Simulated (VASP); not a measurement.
# AlC (P4/nmm) in VASP: a series of runs, part 2 of 2

VASP 6.6.1. Earlier steps stand in the parts before.

## Step 3: Relaxation of cell and atoms, PBE

Contents of INCAR:

```
ALGO = Normal ; EDIFF = 1E-7
EDIFFG = -0.04 ; ENCUT = 600
GGA = PE ; GGA_COMPAT = False
IBRION = 2 ; ISIF = 3
ISMEAR = 0 ; LASPH = True
LCHARG = False ; LREAL = False
LWAVE = False ; NELM = 120
NELMIN = 4 ; NSW = 90
PREC = Accurate ; SIGMA = 0.1
```

Contents of KPOINTS:

```
k-points
0
Gamma
  6 6 2
```

Contents of POSCAR:

```
AlC
1.0
    2.7181084100      0.0000000000      0.0000000000
    0.0000000000      2.7181084100      0.0000000000
    0.0000000000      0.0000000000      7.6126025500
Al C
2 2
Direct
    0.0000000000      0.5000000000      0.8834880000
    0.5000000000      0.0000000000      0.1165120000
    0.0000000000      0.5000000000      0.3732514100
    0.5000000000      0.0000000000      0.6267485900
```

Potentials or basis: VASP PAW PBE potentials, release 64 (Al, C).

Command:

```
> cat potpaw_PBE.64/Al/POTCAR potpaw_PBE.64/C/POTCAR > POTCAR
> mpirun -np 1 vasp_std > vasp.out
```

OUTCAR:

```text
EDIFF = 1E-7
   EDIFFG = -0.04
   ENCUT = 600
   GGA = PE
   IBRION = 2
   ISIF = 3
   ISMEAR = 0
   LASPH = True
   LREAL = False
   NELM = 120
   NELMIN = 4
   NSW = 90
   PREC = Accurate

 ion  position               nearest neighbor table
   1  0.000  0.500  0.883-   2 2.62   2 2.62   2 2.62   2 2.62
   2  0.500  0.000  0.117-   1 2.62   1 2.62   1 2.62   1 2.62
   3  0.000  0.500  0.373-
   4  0.500  0.000  0.627-

  LATTYP: Found a simple tetragonal cell.
 ALAT       =     2.7181084100
 C/A-ratio  =     2.8006986484

  Lattice vectors:

 A1 = (   2.7181084100,   0.0000000000,   0.0000000000)
 A2 = (   0.0000000000,   2.7181084100,   0.0000000000)
 A3 = (   0.0000000000,   0.0000000000,   7.6126025500)

Analysis of symmetry for initial positions (statically):
=====================================================================
[... 577 lines left out ...]

 number of electron      14.0000000 magnetization

------------------------ aborting loop because EDIFF is reached ----------------------------------------
[... 71 lines left out ...]
--------------------------------------- Ionic step       44  -------------------------------------------

 number of electron      14.0000000 magnetization

 Free energy of the ion-electron system (eV)
  ---------------------------------------------------
  ext. energy  EPLUGINS =         0.00000000
  ---------------------------------------------------
  free energy    TOTEN  =       -23.92706889 eV

  energy without entropy =      -23.90831226  energy(sigma->0) =      -23.91769057

 E-fermi :   8.4980     XC(G=0): -11.6131

 val. band max:        8.4958833700   @ k =   0.3333   0.0000   0.5000
 cond. band min:       8.5034443277   @ k =   0.3333   0.0000   0.5000
 fundamental gap:      0.0075609578
 Fermi energy:         8.4979646890

 k-point     1 :       0.0000    0.0000    0.0000
  band No.  band energies     occupation
      1      -6.0654      2.00000
      2      -0.7322      2.00000
      3       2.1311      2.00000
      4       6.5910      2.00000
      5       6.5910      2.00000
      6       9.7074      0.00000
      7       9.9298      0.00000
      8       9.9298      0.00000
      9      11.6929      0.00000
     10      13.1210      0.00000
     11      16.4745      0.00000
[... 295 lines left out ...]
  FREE ENERGIE OF THE ION-ELECTRON SYSTEM (eV)
  ---------------------------------------------------
  free  energy   TOTEN  =       -23.9270688911 eV

  energy  without entropy=      -23.9083122558  energy(sigma->0) =      -23.91769057

 reached required accuracy - stopping structural energy minimisation
```

Run time: 11 min. Hardware: 1 thread of Intel Xeon 8259CL, shared host; peak memory 0.2 GiB.

What came out:

| Quantity | Value |
| --- | --- |
| Free energy | -23.9271 eV |
| Relaxed volume | 9.75 Å³/atom |
| Relaxed cell | a = 3.043 Å, b = 3.043 Å, c = 4.213 Å, α = 90.00°, β = 90.00°, γ = 90.00° |
| Space group after relaxing (to 0.1 Å) | I4/mmm (No. 139) |
| Pressure after relaxing | 0.4 GPa |
| Largest force after relaxing | 0.031 eV/Å |
| Band gap on the k mesh | zero (bands 7 and 8 overlap by 4.91 eV) |

Forces on the atoms (eV/Å):
```
Al   0.000  0.000 -0.006
Al   0.000  0.000  0.006
C    0.000  0.000  0.031
C    0.000  0.000 -0.031
```

Stress tensor (GPa, compression positive):
```
0.46 0.00 0.00
0.00 0.46 0.00
0.00 0.00 0.32
```

Final structure:
```
Al C
1.0
     3.04309    0.00000    0.00000
     0.00000    3.04309    0.00000
     0.00000    0.00000    4.21270
Al C
2 2
Cartesian
  0.0000 1.5215 3.1592
  1.5215 0.0000 1.0535
  0.0000 1.5215 1.0513
  1.5215 0.0000 3.1614
```

Levels at points of the mesh, in eV from the Fermi level:
```tsv
k point	band 5	band 6	band 7	band 8	band 9	band 10	band 11
(0.00, 0.00, 0.00)	-1.91	1.21	1.43	1.43	3.19	4.62	7.98
(0.50, 0.00, 0.00)	-3.27	-3.27	0.12	0.12	7.14	7.14	10.60
(0.50, 0.50, 0.00)	-1.90	-1.90	-1.59	-1.59	3.49	3.49	4.78
(0.00, 0.00, 0.50)	-0.59	-0.59	-0.58	-0.58	6.63	6.63	6.84
(0.50, 0.00, 0.50)	0.24	0.24	0.32	0.32	6.85	6.85	8.82
(0.50, 0.50, 0.50)	-4.74	-4.74	-3.48	-3.48	7.32	7.32	11.34
```

Caveat: the k points lie up to 0.75 Å⁻¹ apart in the final cell, too coarse for converged energies and pressures of a metal; the volume moved by over 15 % at a fixed basis, so the end points are rough.

## Step 4: Single point, PBE, collinear spin

Contents of INCAR:

```
SYSTEM = AlC
  PREC = Accurate
  ENCUT = 600
  EDIFF = 1E-6
  ISMEAR = 0
  SIGMA = 0.1
  LREAL = .FALSE.
  LASPH = .TRUE.
  NELM = 200
  ALGO = Normal
  ISIF = 2
  LWAVE = .FALSE.
  LCHARG = .FALSE.
  ISPIN = 2
  MAGMOM = 0 0 1 1
  LORBIT = 11
  GGA = PE
  NBANDS = 19
  GGA_COMPAT = .FALSE.
```

Contents of KPOINTS:

```
Automatic mesh
0
G
  6 6 2
  0 0 0
```

POSCAR is that of step 3.

Command:

```
> cat potpaw_PBE.64/Al/POTCAR potpaw_PBE.64/C/POTCAR > POTCAR
> mpirun -np 1 vasp_std > vasp.out
```

Run time: 81 s. Hardware: 1 thread of Intel Xeon 8259CL, shared host; peak memory 0.22 GiB.

The run converged. Its results:

```yaml
Free_energy: -15.7410 eV
Pressure: -10.6 GPa
Largest_force: 2.698 eV/Å
Band_gap_on_the_k_mesh: zero (filled and empty bands overlap)
Net_moment: 0.00 μB per cell
Valence_electrons_inside_the_program's_atomic_spheres: Al 0.78; C 1.98
```

Forces in eV/Å, atoms in the order of the input:
```
Al   0.000  0.000 -2.698
Al   0.000  0.000  2.698
C    0.000  0.000 -0.592
C    0.000  0.000  0.592
```

Stress tensor (GPa, compression positive):
```
 -7.49   0.00   0.00
  0.00  -7.49   0.00
  0.00   0.00 -16.88
```

Levels at points of the mesh, in eV from the Fermi level:
Spin up:
| k point | band 4 | band 5 | band 6 | band 7 | band 8 | band 9 | band 10 | band 11 |
| --- | --- | --- | --- | --- | --- | --- | --- | --- |
| (0.00, 0.00, 0.00) | -3.52 | -3.06 | 1.81 | 1.81 | 2.93 | 2.93 | 3.19 | 5.23 |
| (0.50, 0.00, 0.00) | -5.71 | -4.31 | -4.31 | 0.38 | 0.38 | 1.85 | 1.85 | 3.07 |
| (0.50, 0.50, 0.00) | -3.16 | -1.26 | -1.26 | -1.22 | -1.22 | -0.58 | -0.58 | 1.12 |
| (0.00, 0.00, 0.50) | -5.77 | 0.17 | 0.91 | 1.83 | 1.83 | 2.90 | 2.90 | 6.22 |
| (0.50, 0.00, 0.50) | -6.12 | -3.18 | -3.18 | -1.46 | -1.46 | 3.07 | 3.07 | 3.54 |
| (0.50, 0.50, 0.50) | -2.72 | -2.57 | -2.57 | -0.75 | -0.75 | 0.00 | 0.00 | 1.60 |
Spin down:
| k point | band 3 | band 4 | band 5 | band 6 | band 7 | band 8 | band 9 | band 10 | band 11 | band 12 |
| --- | --- | --- | --- | --- | --- | --- | --- | --- | --- | --- |
| (0.00, 0.00, 0.00) | -9.99 | -3.52 | -3.06 | 1.81 | 1.81 | 2.93 | 2.93 | 3.19 | 5.23 | 6.43 |
| (0.50, 0.00, 0.00) | -5.71 | -5.71 | -4.31 | -4.31 | 0.38 | 0.38 | 1.85 | 1.85 | 3.07 | 3.07 |
| (0.50, 0.50, 0.00) | -3.15 | -3.15 | -1.26 | -1.26 | -1.22 | -1.22 | -0.58 | -0.58 | 1.12 | 1.12 |
| (0.00, 0.00, 0.50) | -8.58 | -5.77 | 0.17 | 0.91 | 1.83 | 1.83 | 2.90 | 2.90 | 6.22 | 6.44 |
| (0.50, 0.00, 0.50) | -6.12 | -6.12 | -3.18 | -3.18 | -1.46 | -1.46 | 3.07 | 3.07 | 3.54 | 3.54 |
| (0.50, 0.50, 0.50) | -2.72 | -2.72 | -2.57 | -2.57 | -0.75 | -0.75 | 0.00 | 0.00 | 1.60 | 1.60 |

Caveat: the k points lie up to 0.41 Å⁻¹ apart, too coarse for converged energies and pressures of a metal; forces of over 1 eV/Å act on the atoms, so gaps and moduli don't describe the material at rest.

## Step 5: Summary

```tsv
task	spin	cell	gap on the mesh (eV)	pressure (GPa)	largest force (eV/Å)
single point	off	as given	none	-10.6	2.70
relaxation of cell and atoms	off	relaxed	none	0.4	0.03
single point	collinear	as given	none	-10.6	2.70
```

Alike in all rows: level PBE; potentials or basis VASP PAW PBE potentials, release 64 (Al, C); k mesh 6 × 6 × 2; cutoff (eV) 600; smearing gaussian 0.1 eV.

Caveats: all runs use coarse meshes; forces of over 1 eV/Å act on the atoms, so gaps and moduli don't describe the material at rest (at least some runs); the volume moved by over 15 % at a fixed basis, so the end points are rough (at least some runs).

Total energies depend on the potentials used, so only differences within one code and one set of settings carry meaning.
